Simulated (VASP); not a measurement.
# CaS (Fm-3m) in VASP: notebook

CaS is run at these levels: PBE, PBEsol; tasks: single point.

All numbers are computed with VASP 6.6.1; they aren't measurements. Logs are shortened: lines on timing, memory, paths and dates and some standing lists are left out, and cuts for length are marked.

### Step 1. The cell of the first run

The structure is cubic, space group Fm-3m (No. 225). The conventional cell has a = 5.705 Å, b = 5.705 Å, c = 5.705 Å, α = 90.00°, β = 90.00°, γ = 90.00°. Ca (site symmetry m-3m) has 6 S at 2.85 Å within 3.8 Å. S (site symmetry m-3m) has 6 Ca at 2.85 Å within 3.8 Å.

### Step 2. Single point, PBE

INCAR reads:

```
PREC = Accurate
ENCUT = 500
EDIFF = 1E-6
ISMEAR = 0
SIGMA = 0.1
LREAL = False
LASPH = True
NELM = 120
ALGO = Normal
ISIF = 2
LWAVE = False
LCHARG = False
GGA = PE
NBANDS = 15
GGA_COMPAT = False
```

KPOINTS reads:

```
regular mesh
0
Gamma
  5 5 5
```

POSCAR reads:

```
CaS
1.0
    0.0000000000      2.8523742917      2.8523742917
    2.8523742917      0.0000000000      2.8523742917
    2.8523742917      2.8523742917      0.0000000000
Ca S
1 1
Direct
    0.0000000000      0.0000000000      0.0000000000
    0.5000000000      0.5000000000      0.5000000000
```

Potentials or basis: VASP PAW PBE potentials, release 64 (Ca_sv, S).

On the command line:

```
$ cat potpaw_PBE.64/Ca_sv/POTCAR potpaw_PBE.64/S/POTCAR > POTCAR
$ mpirun -np 1 vasp_std > vasp.out
```

OUTCAR:

```text
PREC = Accurate
   ENCUT = 500
   EDIFF = 1E-6
   ISMEAR = 0
   LREAL = False
   LASPH = True
   NELM = 120
   ISIF = 2
   GGA = PE

 ion  position               nearest neighbor table
   1  0.000  0.000  0.000-   2 2.85   2 2.85   2 2.85   2 2.85   2 2.85   2 2.85
   2  0.500  0.500  0.500-   1 2.85   1 2.85   1 2.85   1 2.85   1 2.85   1 2.85

  LATTYP: Found a face centered cubic cell.
 ALAT       =     5.7047485834

  Lattice vectors:

 A1 = (   0.0000000000,   2.8523742917,   2.8523742917)
 A2 = (   2.8523742917,   0.0000000000,   2.8523742917)
 A3 = (   2.8523742917,   2.8523742917,   0.0000000000)

Analysis of symmetry for initial positions (statically):
=====================================================================
 Subroutine PRICEL returns:
 Original cell was already a primitive cell.

 Routine SETGRP: Setting up the symmetry group for a
 face centered cubic supercell.

 Subroutine GETGRP returns: Found 48 space group operations
 (whereof 48 operations were pure point group operations)
 out of a pool of 48 trial point group operations.

The static configuration has the point symmetry O_h .

Analysis of symmetry for dynamics (positions and initial velocities):
=====================================================================
 Subroutine PRICEL returns:
 Original cell was already a primitive cell.

 Routine SETGRP: Setting up the symmetry group for a
 face centered cubic supercell.

 Subroutine GETGRP returns: Found 48 space group operations
 (whereof 48 operations were pure point group operations)
 out of a pool of 48 trial point group operations.

The dynamic configuration has the point symmetry O_h .

 Subroutine INISYM returns: Found 48 space group operations
 (whereof 48 operations are pure point group operations),
 and found     1 'primitive' translations

----------------------------------------------------------------------------------------

                                     Primitive cell

  volume of cell :      46.4141

  direct lattice vectors                    reciprocal lattice vectors
     0.000000000  2.852374292  2.852374292    -0.175292563  0.175292563  0.175292563
     2.852374292  0.000000000  2.852374292     0.175292563 -0.175292563  0.175292563
     2.852374292  2.852374292  0.000000000     0.175292563  0.175292563 -0.175292563

  length of vectors
     4.033866408  4.033866408  4.033866408     0.303615625  0.303615625  0.303615625

  position of ions in fractional coordinates (direct lattice)
     0.000000000  0.000000000  0.000000000
     0.500000000  0.500000000  0.500000000

  ion indices of the primitive-cell ions
   primitive index   ion index
                 1           1
                 2           2

----------------------------------------------------------------------------------------

 KPOINTS: regular mesh

Automatic generation of k-mesh.
 Grid dimensions read from file:
 generate k-points for:    5    5    5

 Generating k-lattice:

  Cartesian coordinates                     Fractional coordinates (reciprocal lattice)
    -0.035058513  0.035058513  0.035058513     0.200000000  0.000000000  0.000000000
     0.035058513 -0.035058513  0.035058513     0.000000000  0.200000000  0.000000000
     0.035058513  0.035058513 -0.035058513     0.000000000  0.000000000  0.200000000

  Length of vectors
     0.060723125  0.060723125  0.060723125

  Shift w.r.t. Gamma in fractional coordinates (k-lattice)
     0.000000000  0.000000000  0.000000000

 Subroutine IBZKPT returns following result:
 ===========================================

 Found     10 irreducible k-points:

 Following reciprocal coordinates:
            Coordinates               Weight
  0.000000  0.000000  0.000000      1.000000
  0.200000  0.000000  0.000000      8.000000
  0.400000  0.000000  0.000000      8.000000
  0.200000  0.200000  0.000000      6.000000
  0.400000  0.200000  0.000000     24.000000
 -0.400000  0.200000  0.000000     24.000000
 -0.200000  0.200000  0.000000     12.000000
  0.400000  0.400000  0.000000      6.000000
 -0.400000  0.400000  0.000000     12.000000
 -0.400000  0.400000  0.200000     24.000000
   k-points           NKPTS =     10   k-points in BZ     NKDIM =     10   number of bands    NBANDS=     15
   number of dos      NEDOS =    301   number of ions     NIONS =      2
   total plane-waves  NPLWV =  27000
   dimension x,y,z NGX =    30 NGY =   30 NGZ =   30
   dimension x,y,z NGXF=    60 NGYF=   60 NGZF=   60
   ions per type =               1   1
   NGX,Y,Z   is equivalent  to a cutoff of  12.36, 12.36, 12.36 a.u.
   NGXF,Y,Z  is equivalent  to a cutoff of  24.73, 24.73, 24.73 a.u.
 SYSTEM =  unknown system
   PREC   = accura    normal or accurate (medium, high low for compatibility)
   ISTART =      0    job   : 0-new  1-cont  2-samecut
   ICHARG =      2    charge: 1-file 2-atom 10-const
   ISPIN  =      1    spin polarized calculation?
   LNONCOLLINEAR =      F non collinear calculations
   LSORBIT =      F    spin-orbit coupling
   LASPH  =      T    aspherical Exc in radial PAW
   ENCUT  =  500.0 eV  36.75 Ry    6.06 a.u.   7.35  7.35  7.35*2*pi/ulx,y,z
   NELM   =    120;   NELMIN=  2; NELMDL= -5     # of ELM steps
   EDIFF  = 0.1E-05   stopping-criterion for ELM
   LREAL  =      F    real-space projection
   EDIFFG = 0.1E-04   stopping-criterion for IOM
   NSW    =      0    number of steps for IOM
   IBRION =     -1    ionic relax: 0-MD 1-quasi-New 2-CG
   NFREE  =      0    steps in history (QN), initial steepest desc. (CG)
   ISIF   =      2    stress and relaxation
   ISYM   =      2    0-nonsym 1-usesym 2-fastsym
   POTIM  = 0.5000    time-step for ionic-motion
   TEBEG  =    0.0;   TEEND  =   0.0 temperature during run
   PSTRESS=    0.0 pullay stress
   NELECT =      16.0000    total number of electrons
   NUPDOWN=      -1.0000    fix difference up-down
   EMIN   =  10.00;   EMAX   =-10.00  energy-range for DOS
[... 5 lines left out ...]
     AMIX     =   0.40;   BMIX     =  1.00
     AMIX_MAG =   1.60;   BMIX_MAG =  1.00
  volume/ion in A,a.u.               =      23.21       156.61
  Fermi-wavevector in a.u.,A,eV,Ry     =   1.147885  2.169188 17.927575  1.317640
  Thomas-Fermi vector in A             =   2.284563
   LORBIT       =      0    0 simple, 1 ext, 2 COOP (PROOUT), +10 PAW based schemes
   GGA     = PE    functional components
   LHFCALC =     F    Hartree Fock is set to
   AEXX    =    0.0000 exact exchange contribution
   IVDW    =     0    specifies the selected vdW correction
   LEPSILON=     F    determine dielectric tensor
   LRPA    =     F    only Hartree local field effects (RPA)
 non-spin polarized calculation
 Gauss-broadening in eV      SIGMA  =   0.10
  energy-cutoff  :      500.00
  volume of cell :       46.41
 maximum number of plane-waves:      1243
 NGX is ok and might be reduce to    30
   NGX = 15   NGY = 15   NGZ = 15

 number of electron      16.0000004 magnetization

 Free energy of the ion-electron system (eV)
  ---------------------------------------------------
  ext. energy  EPLUGINS =         0.00000000
  ---------------------------------------------------
  free energy    TOTEN  =       -10.36230338 eV

  energy without entropy =      -10.36230338  energy(sigma->0) =      -10.36230338

 E-fermi :   3.1862     XC(G=0):  -9.2925

 val. band max:        2.6942234784   @ k =   0.0000   0.0000   0.0000
 cond. band min:       5.1890799396   @ k =   0.4000   0.4000   0.0000
 fundamental gap:      2.4948564612
 Fermi energy:         3.1861565911

 k-point     1 :       0.0000    0.0000    0.0000
  band No.  band energies     occupation
      1     -36.5248      2.00000
      2     -17.5041      2.00000
      3     -17.5041      2.00000
      4     -17.5041      2.00000
      5      -8.6145      2.00000
      6       2.6942      2.00000
      7       2.6942      2.00000
      8       2.6942      2.00000
      9       6.8087      0.00000
     10       6.8570      0.00000
     11       6.8570      0.00000
     12       6.8570      0.00000
     13       7.4462      0.00000
     14       7.4462      0.00000
     15      13.5464      0.00000

 k-point     2 :       0.2000    0.0000    0.0000
  band No.  band energies     occupation
      1     -36.5210      2.00000
      2     -17.5615      2.00000
      3     -17.5085      2.00000
      4     -17.5085      2.00000
      5      -8.3587      2.00000
      6       1.3409      2.00000
      7       2.2106      2.00000
      8       2.2106      2.00000
      9       6.8919      0.00000
     10       7.3952      0.00000
     11       7.3952      0.00000
     12       8.4103      0.00000
     13       8.4103      0.00000
     14       8.4105      0.00000
     15      13.3421      0.00000

 k-point     3 :       0.4000    0.0000    0.0000
  band No.  band energies     occupation
      1     -36.5148      2.00000
      2     -17.6517      2.00000
      3     -17.5157      2.00000
      4     -17.5157      2.00000
      5      -7.9003      2.00000
      6      -0.1569      2.00000
      7       1.6313      2.00000
      8       1.6313      2.00000
      9       7.5251      0.00000
     10       8.5637      0.00000
     11       8.5637      0.00000
     12       9.1488      0.00000
     13      10.2241      0.00000
     14      10.2241      0.00000
     15      12.2631      0.00000
[... 91 lines left out ...]
 k-point     9 :      -0.4000    0.4000    0.0000
  band No.  band energies     occupation
      1     -36.5104      2.00000
      2     -17.6101      2.00000
      3     -17.5780      2.00000
      4     -17.5433      2.00000
      5      -7.9236      2.00000
      6       0.5827      2.00000
      7       1.1069      2.00000
      8       1.7386      2.00000
      9       5.9754      0.00000
     10       8.9351      0.00000
     11       9.1525      0.00000
     12       9.1802      0.00000
     13       9.2338      0.00000
     14       9.7374      0.00000
     15      12.5601      0.00000

 k-point    10 :      -0.4000    0.4000    0.2000
  band No.  band energies     occupation
      1     -36.5111      2.00000
      2     -17.6103      2.00000
      3     -17.5711      2.00000
      4     -17.5442      2.00000
      5      -7.8943      2.00000
      6       0.4721      2.00000
      7       1.2034      2.00000
      8       1.4166      2.00000
      9       6.9066      0.00000
     10       8.2816      0.00000
     11       8.6337      0.00000
     12       9.3284      0.00000
     13       9.5708      0.00000
     14      11.0137      0.00000
     15      12.0003      0.00000

------------------------ aborting loop because EDIFF is reached ----------------------------------------

  FORCE on cell =-STRESS in cart. coord.  units (eV):
  Direction    XX          YY          ZZ          XY          YZ          ZX
  --------------------------------------------------------------------------------------
  -------------------------------------------------------------------------------------
  Total        0.1108877      0.1108877      0.1108877     -0.0000000     -0.0000000     -0.0000000
  in kB        3.8277591      3.8277591      3.8277591     -0.0000000     -0.0000000     -0.0000000
  external PRESSURE =       3.8277591 kB  Pullay stress =       0.0000000 kB

 VOLUME and BASIS-vectors are now :
 -----------------------------------------------------------------------------
  energy-cutoff  :      500.00
  volume of cell :       46.41
      direct lattice vectors                 reciprocal lattice vectors
     0.000000000  2.852374292  2.852374292    -0.175292563  0.175292563  0.175292563
     2.852374292  0.000000000  2.852374292     0.175292563 -0.175292563  0.175292563
     2.852374292  2.852374292  0.000000000     0.175292563  0.175292563 -0.175292563

 POSITION                                       TOTAL-FORCE (eV/Angst)
 -----------------------------------------------------------------------------------
      0.00000      0.00000      0.00000        -0.000000      0.000000     -0.000000
      2.85237      2.85237      2.85237         0.000000      0.000000      0.000000
 -----------------------------------------------------------------------------------
    total drift:                               -0.000000      0.000000      0.000000

  FREE ENERGIE OF THE ION-ELECTRON SYSTEM (eV)
  ---------------------------------------------------
  free  energy   TOTEN  =       -10.3623033753 eV

  energy  without entropy=      -10.3623033753  energy(sigma->0) =      -10.36230338
```

Wall time 3.9 s (1 thread of Intel Xeon 6975P-C (Granite Rapids), shared host); peak memory 0.16 GiB.

Results:

* Free energy: -10.3623 eV
* Pressure: 0.4 GPa
* Band gap on the k mesh: 2.49 eV, indirect (least direct gap 3.26 eV)

Levels at points of the mesh, in eV from the valence-band top:
```
           k point  band 6  band 7  band 8  band 9  band 10  band 11
(0.00, 0.00, 0.00)    0.00    0.00    0.00    4.11     4.16     4.16
```

A k mesh can miss the band edges. A hybrid or GW would open this gap; PBE tends to underestimate it.

### Step 3. Single point, PBEsol

This run uses another cell than the first one, of 19.82 Å³/atom, 0.854 times its volume.

INCAR reads:

```
SYSTEM = CaS
PREC = Accurate
ENCUT = 500
EDIFF = 1E-6
ISMEAR = 0
SIGMA = 0.1
LREAL = .False.
LASPH = .True.
NELM = 120
ALGO = Normal
ISIF = 2
LWAVE = .False.
LCHARG = .True.
GGA = PS
LELF = .True.
LVHAR = .True.
NBANDS = 15
GGA_COMPAT = .False.
```

KPOINTS reads:

```
regular mesh
0
Gamma
  8 8 8
  0 0 0
```

POSCAR reads:

```
CaS
1.0
    0.0000000000      2.7061953102      2.7061953102
    2.7061953102      0.0000000000      2.7061953102
    2.7061953102      2.7061953102      0.0000000000
Ca S
1 1
Direct
    0.0000000000      0.0000000000      0.0000000000
    0.5000000000      0.5000000000      0.5000000000
```

Potentials or basis: VASP PAW PBE potentials, release 64 (Ca_sv, S).

On the command line:

```
$ cat potpaw_PBE.64/Ca_sv/POTCAR potpaw_PBE.64/S/POTCAR > POTCAR
$ mpirun -np 1 vasp_std > vasp.out
```

Wall time 6.7 s (1 thread of Intel Xeon 6975P-C (Granite Rapids), shared host); peak memory 0.16 GiB.

It converged, with:

```yaml
Free_energy: -10.7712 eV
Pressure: 9.8 GPa
Band_gap_on_the_k_mesh: 1.79 eV, indirect (least direct gap 2.71 eV)
```

Levels at points of the mesh, in eV from the valence-band top:
| k point | band 4 | band 5 | band 6 | band 7 | band 8 | band 9 | band 10 | band 11 | band 12 | band 13 |
| --- | --- | --- | --- | --- | --- | --- | --- | --- | --- | --- |
| (0.00, 0.00, 0.00) | -19.60 | -11.89 | 0.00 | 0.00 | 0.00 | 3.97 | 3.97 | 3.97 | 4.75 | 4.75 |
| (0.50, 0.00, 0.00) | -19.62 | -10.65 | -3.75 | -1.54 | -1.54 | 5.34 | 6.51 | 6.61 | 6.61 | 9.18 |
| (0.50, 0.50, 0.00) | -19.70 | -11.08 | -2.63 | -0.92 | -0.92 | 1.79 | 5.81 | 6.65 | 7.35 | 7.35 |

Caveat: the PAW data sets were made with another functional, which shifts forces and pressure a little.
